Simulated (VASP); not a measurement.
# GePt (Pnma) in VASP: single point with LDA

Aim: the single point of GePt with LDA.

Everything below comes from runs of VASP 6.6.1. Logs are shortened: lines on timing, memory, paths and dates and some standing lists are left out, and cuts for length are marked.

**1. The cell of the first run**

The structure is orthorhombic, space group Pnma (No. 62). The conventional cell has a = 5.756 Å, b = 3.730 Å, c = 6.112 Å, α = 90.00°, β = 90.00°, γ = 90.00°. Ge (site symmetry m) has 6 Pt at 2.48 to 2.68 Å and 2 Ge at 3.04 Å within 3.3 Å. Within 3.3 Å of Pt (site symmetry m) lie 6 Ge at 2.48 to 2.68 Å and 4 Pt at 2.96 to 3.00 Å.

**2. Single point, LDA**

INCAR reads:

```
SYSTEM = GePt
ALGO     = Normal         ! electronic algorithm
EDIFF    = 1E-6           ! SCF threshold, eV
ENCUT    = 520            ! plane-wave cutoff, eV
ISIF     = 2              ! what is computed and relaxed
ISMEAR   = 0              ! smearing method
LASPH    = .TRUE.         ! aspherical terms in the spheres
LCHARG   = .FALSE.        ! write CHGCAR
LREAL    = .FALSE.        ! projectors in reciprocal space
LWAVE    = .FALSE.        ! write WAVECAR
NBANDS   = 58             ! bands
NELM     = 100            ! most SCF steps
PREC     = Accurate       ! precision mode
SIGMA    = 0.1            ! smearing width, eV
```

KPOINTS reads:

```
k-points
0
G
  4 6 4
  0 0 0
```

POSCAR reads:

```
GePt
1.0
    5.7560126200      0.0000000000      0.0000000000
    0.0000000000      3.7300318100      0.0000000000
    0.0000000000      0.0000000000      6.1115638700
Ge Pt
4 4
Direct
    0.8139321600      0.7500000000      0.5880128600
    0.1860678400      0.2500000000      0.4119871400
    0.3139321600      0.7500000000      0.9119871400
    0.6860678400      0.2500000000      0.0880128600
    0.0018518400      0.7500000000      0.1927088600
    0.9981481600      0.2500000000      0.8072911400
    0.5018518400      0.7500000000      0.3072911400
    0.4981481600      0.2500000000      0.6927088600
```

Potentials or basis: VASP PAW LDA potentials, release 64 (Ge_d, Pt).

Run with:

```console
> cat potpaw_LDA.64/Ge_d/POTCAR potpaw_LDA.64/Pt/POTCAR > POTCAR
> mpirun -np 1 vasp_std > vasp.out
```

OUTCAR:

```text
SYSTEM = GePt
   EDIFF = 1E-6
   ENCUT = 520
   ISIF = 2
   ISMEAR = 0
   LASPH = .TRUE.
   LREAL = .FALSE.
   NELM = 100
   PREC = Accurate

 ion  position               nearest neighbor table
   1  0.814  0.750  0.588-   7 2.48   6 2.53   6 2.53   5 2.65   8 2.68   8 2.68
   2  0.186  0.250  0.412-   8 2.48   5 2.53   5 2.53   6 2.65   7 2.68   7 2.68
   3  0.314  0.750  0.912-   5 2.48   8 2.53   8 2.53   7 2.65   6 2.68   6 2.68
   4  0.686  0.250  0.088-   6 2.48   7 2.53   7 2.53   8 2.65   5 2.68   5 2.68
   5  0.002  0.750  0.193-   3 2.48   2 2.53   2 2.53   1 2.65   4 2.68   4 2.68   7 2.96   7 2.96
                             6 3.00   6 3.00
   6  0.998  0.250  0.807-   4 2.48   1 2.53   1 2.53   2 2.65   3 2.68   3 2.68   8 2.96   8 2.96
                             5 3.00   5 3.00
   7  0.502  0.750  0.307-   1 2.48   4 2.53   4 2.53   3 2.65   2 2.68   2 2.68   5 2.96   5 2.96
                             8 3.00   8 3.00
   8  0.498  0.250  0.693-   2 2.48   3 2.53   3 2.53   4 2.65   1 2.68   1 2.68   6 2.96   6 2.96
                             7 3.00   7 3.00

  LATTYP: Found a simple orthorhombic cell.
 ALAT       =     3.7300318100
 B/A-ratio  =     1.5431537620
 C/A-ratio  =     1.6384750000

  Lattice vectors:

 A1 = (   0.0000000000,  -3.7300318100,   0.0000000000)
 A2 = (   5.7560126200,   0.0000000000,   0.0000000000)
 A3 = (   0.0000000000,   0.0000000000,   6.1115638700)

Analysis of symmetry for initial positions (statically):
=====================================================================
 Subroutine PRICEL returns:
 Original cell was already a primitive cell.

 Routine SETGRP: Setting up the symmetry group for a
 simple orthorhombic supercell.

 Subroutine GETGRP returns: Found  8 space group operations
 (whereof  2 operations were pure point group operations)
 out of a pool of  8 trial point group operations.

The static configuration has the point symmetry S_2 .
 The point group associated with its full space group is D_2h.

Analysis of symmetry for dynamics (positions and initial velocities):
=====================================================================
 Subroutine PRICEL returns:
 Original cell was already a primitive cell.

 Routine SETGRP: Setting up the symmetry group for a
 simple orthorhombic supercell.

 Subroutine GETGRP returns: Found  8 space group operations
 (whereof  2 operations were pure point group operations)
 out of a pool of  8 trial point group operations.

The dynamic configuration has the point symmetry S_2 .
 The point group associated with its full space group is D_2h.

 Subroutine INISYM returns: Found  8 space group operations
 (whereof  2 operations are pure point group operations),
 and found     1 'primitive' translations

----------------------------------------------------------------------------------------

                                     Primitive cell

  volume of cell :     131.2159

  direct lattice vectors                    reciprocal lattice vectors
     5.756012620  0.000000000  0.000000000     0.173731377  0.000000000  0.000000000
     0.000000000  3.730031810  0.000000000     0.000000000  0.268094228  0.000000000
     0.000000000  0.000000000  6.111563870     0.000000000  0.000000000  0.163624241

  length of vectors
     5.756012620  3.730031810  6.111563870     0.173731377  0.268094228  0.163624241

  position of ions in fractional coordinates (direct lattice)
     0.813932160  0.750000000  0.588012860
     0.186067840  0.250000000  0.411987140
     0.313932160  0.750000000  0.911987140
     0.686067840  0.250000000  0.088012860
     0.001851840  0.750000000  0.192708860
     0.998148160  0.250000000  0.807291140
     0.501851840  0.750000000  0.307291140
     0.498148160  0.250000000  0.692708860

  ion indices of the primitive-cell ions
   primitive index   ion index
                 1           1
                 2           2
                 3           3
                 4           4
                 5           5
                 6           6
                 7           7
                 8           8

----------------------------------------------------------------------------------------

 KPOINTS: k-points

Automatic generation of k-mesh.
 Grid dimensions read from file:
 generate k-points for:    4    6    4

 Generating k-lattice:

  Cartesian coordinates                     Fractional coordinates (reciprocal lattice)
     0.043432844  0.000000000  0.000000000     0.250000000  0.000000000  0.000000000
     0.000000000  0.044682371  0.000000000     0.000000000  0.166666667  0.000000000
     0.000000000  0.000000000  0.040906060     0.000000000  0.000000000  0.250000000

  Length of vectors
     0.043432844  0.044682371  0.040906060

  Shift w.r.t. Gamma in fractional coordinates (k-lattice)
     0.000000000  0.000000000  0.000000000

 Subroutine IBZKPT returns following result:
 ===========================================

 Found     36 irreducible k-points:

 Following reciprocal coordinates:
            Coordinates               Weight
  0.000000  0.000000  0.000000      1.000000
  0.250000  0.000000  0.000000      2.000000
  0.500000  0.000000  0.000000      1.000000
  0.000000  0.166667  0.000000      2.000000
  0.250000  0.166667  0.000000      4.000000
  0.500000  0.166667  0.000000      2.000000
[... 16 lines left out ...]
  0.250000  0.500000  0.250000      4.000000
  0.500000  0.500000  0.250000      2.000000
 [... further k-points ...]
   k-points           NKPTS =     36   k-points in BZ     NKDIM =     36   number of bands    NBANDS=     58
   number of dos      NEDOS =    301   number of ions     NIONS =      8
   total plane-waves  NPLWV =  64512
   dimension x,y,z NGX =    48 NGY =   28 NGZ =   48
   dimension x,y,z NGXF=    96 NGYF=   56 NGZF=   96
   ions per type =               4   4
   NGX,Y,Z   is equivalent  to a cutoff of  13.86, 12.48, 13.06 a.u.
   NGXF,Y,Z  is equivalent  to a cutoff of  27.73, 24.96, 26.11 a.u.
 SYSTEM =  GePt
   PREC   = accura    normal or accurate (medium, high low for compatibility)
   ISTART =      0    job   : 0-new  1-cont  2-samecut
   ICHARG =      2    charge: 1-file 2-atom 10-const
   ISPIN  =      1    spin polarized calculation?
   LNONCOLLINEAR =      F non collinear calculations
   LSORBIT =      F    spin-orbit coupling
   LASPH  =      T    aspherical Exc in radial PAW
   ENCUT  =  520.0 eV  38.22 Ry    6.18 a.u.  10.70  6.94 11.36*2*pi/ulx,y,z
   NELM   =    100;   NELMIN=  2; NELMDL= -5     # of ELM steps
   EDIFF  = 0.1E-05   stopping-criterion for ELM
   LREAL  =      F    real-space projection
   EDIFFG = 0.1E-04   stopping-criterion for IOM
   NSW    =      0    number of steps for IOM
   IBRION =     -1    ionic relax: 0-MD 1-quasi-New 2-CG
   NFREE  =      0    steps in history (QN), initial steepest desc. (CG)
   ISIF   =      2    stress and relaxation
   ISYM   =      2    0-nonsym 1-usesym 2-fastsym
   POTIM  = 0.5000    time-step for ionic-motion
   TEBEG  =    0.0;   TEEND  =   0.0 temperature during run
   PSTRESS=    0.0 pullay stress
   NELECT =      96.0000    total number of electrons
   NUPDOWN=      -1.0000    fix difference up-down
   EMIN   =  10.00;   EMAX   =-10.00  energy-range for DOS
   EFERMI =   0.00;   METHOD = LEGACY
   ISMEAR =     0;   SIGMA  =   0.10  broadening in eV -4-tet -1-fermi 0-gaus
   EFERMI_NEDOS =   21; number of points for ismear=-14 and -15
   IALGO  =     38    algorithm
   IMIX   =      4    mixing-type and parameters
     AMIX     =   0.40;   BMIX     =  1.00
     AMIX_MAG =   1.60;   BMIX_MAG =  1.00
  volume/ion in A,a.u.               =      16.40       110.69
  Fermi-wavevector in a.u.,A,eV,Ry     =   1.475151  2.787630 29.607221  2.176069
  Thomas-Fermi vector in A             =   2.589835
   LORBIT       =      0    0 simple, 1 ext, 2 COOP (PROOUT), +10 PAW based schemes
   GGA     = CA    functional components
   LHFCALC =     F    Hartree Fock is set to
   AEXX    =    0.0000 exact exchange contribution
   IVDW    =     0    specifies the selected vdW correction
   LEPSILON=     F    determine dielectric tensor
   LRPA    =     F    only Hartree local field effects (RPA)
 non-spin polarized calculation
 Gauss-broadening in eV      SIGMA  =   0.10
  energy-cutoff  :      520.00
  volume of cell :      131.22
 maximum number of plane-waves:      3554
 NGX is ok and might be reduce to    48
   NGX = 21   NGY = 13   NGZ = 23

 number of electron      96.0000003 magnetization

 Free energy of the ion-electron system (eV)
  ---------------------------------------------------
  ext. energy  EPLUGINS =         0.00000000
  ---------------------------------------------------
  free energy    TOTEN  =       -54.78376098 eV

  energy without entropy =      -54.76871989  energy(sigma->0) =      -54.77624044

 E-fermi :   9.3051     XC(G=0): -12.6357

 val. band max:        9.2869737450   @ k =   0.5000   0.0000   0.0000
 cond. band min:       9.3244199907   @ k =   0.0000   0.0000   0.5000
 fundamental gap:      0.0374462457
 Fermi energy:         9.3051074850

 k-point     1 :       0.0000    0.0000    0.0000
  band No.  band energies     occupation
      1     -15.9120      2.00000
      2     -15.9043      2.00000
      3     -15.9038      2.00000
      4     -15.9003      2.00000
      5     -15.8900      2.00000
      6     -15.8769      2.00000
[... 50 lines left out ...]
     57      14.4036      0.00000
     58      14.9090      0.00000

 k-point     2 :       0.2500    0.0000    0.0000
  band No.  band energies     occupation
      1     -15.9106      2.00000
      2     -15.9051      2.00000
      3     -15.9025      2.00000
      4     -15.8999      2.00000
      5     -15.8889      2.00000
      6     -15.8793      2.00000
[... 50 lines left out ...]
     57      14.3636      0.00000
     58      14.9021      0.00000
[... 1279 lines left out ...]
     57      15.2320      0.00000
     58      15.2329      0.00000

 k-point    24 :       0.5000    0.5000    0.2500
  band No.  band energies     occupation
      1     -15.8989      2.00000
      2     -15.8989      2.00000
      3     -15.8989      2.00000
      4     -15.8989      2.00000
      5     -15.8801      2.00000
      6     -15.8801      2.00000
[... 50 lines left out ...]
     57      14.4853      0.00000
     58      14.4853      0.00000

 [... further k-points ...]

------------------------ aborting loop because EDIFF is reached ----------------------------------------

  FORCE on cell =-STRESS in cart. coord.  units (eV):
  Direction    XX          YY          ZZ          XY          YZ          ZX
  --------------------------------------------------------------------------------------
  -------------------------------------------------------------------------------------
  Total       -4.0590372     -4.5009490     -4.1144246     -0.0000000      0.0000000      0.0000000
  in kB      -49.5617905    -54.9576360    -50.2380829     -0.0000000      0.0000000      0.0000000
  external PRESSURE =     -51.5858365 kB  Pullay stress =       0.0000000 kB

 VOLUME and BASIS-vectors are now :
 -----------------------------------------------------------------------------
  energy-cutoff  :      520.00
  volume of cell :      131.22
      direct lattice vectors                 reciprocal lattice vectors
     5.756012620  0.000000000  0.000000000     0.173731377  0.000000000  0.000000000
     0.000000000  3.730031810  0.000000000     0.000000000  0.268094228  0.000000000
     0.000000000  0.000000000  6.111563870     0.000000000  0.000000000  0.163624241

 POSITION                                       TOTAL-FORCE (eV/Angst)
 -----------------------------------------------------------------------------------
      4.68500      2.79752      3.59368        -0.021555      0.000000      0.023772
      1.07101      0.93251      2.51789         0.021555      0.000000     -0.023772
      1.80700      2.79752      5.57367        -0.021555      0.000000     -0.023772
      3.94902      0.93251      0.53790         0.021555     -0.000000      0.023772
      0.01066      2.79752      1.17775        -0.005034      0.000000     -0.036326
      5.74535      0.93251      4.93381         0.005034      0.000000      0.036326
      2.88867      2.79752      1.87803        -0.005034      0.000000      0.036326
      2.86735      0.93251      4.23353         0.005034      0.000000     -0.036326
 -----------------------------------------------------------------------------------
    total drift:                                0.000000      0.000000     -0.000000

  FREE ENERGIE OF THE ION-ELECTRON SYSTEM (eV)
  ---------------------------------------------------
  free  energy   TOTEN  =       -54.7837609842 eV

  energy  without entropy=      -54.7687198909  energy(sigma->0) =      -54.77624044
```

Run time: 1.9 min. Hardware: 1 thread of Intel Xeon 6975P-C (Granite Rapids), shared host; peak memory 0.33 GiB.

What came out:

* Free energy: -54.7838 eV
* Pressure: -5.2 GPa
* Largest force: 0.037 eV/Å
* Band gap on the k mesh: zero (bands 48 and 49 overlap by 1.18 eV)

Forces in eV/Å, atoms in the order of the input:
```
Ge  -0.022  0.000  0.024
Ge   0.022  0.000 -0.024
Ge  -0.022  0.000 -0.024
Ge   0.022  0.000  0.024
Pt  -0.005  0.000 -0.036
Pt   0.005  0.000  0.036
Pt  -0.005  0.000  0.036
Pt   0.005  0.000 -0.036
```

Stress tensor (GPa, compression positive):
```
-4.96  0.00  0.00
 0.00 -5.50  0.00
 0.00  0.00 -5.02
```

Caveat: the cell stands under tension; spin-orbit coupling is left out, which moves the levels of the heavy elements.

The gap in the log of VASP goes by the Fermi energy; the results here count the filled bands.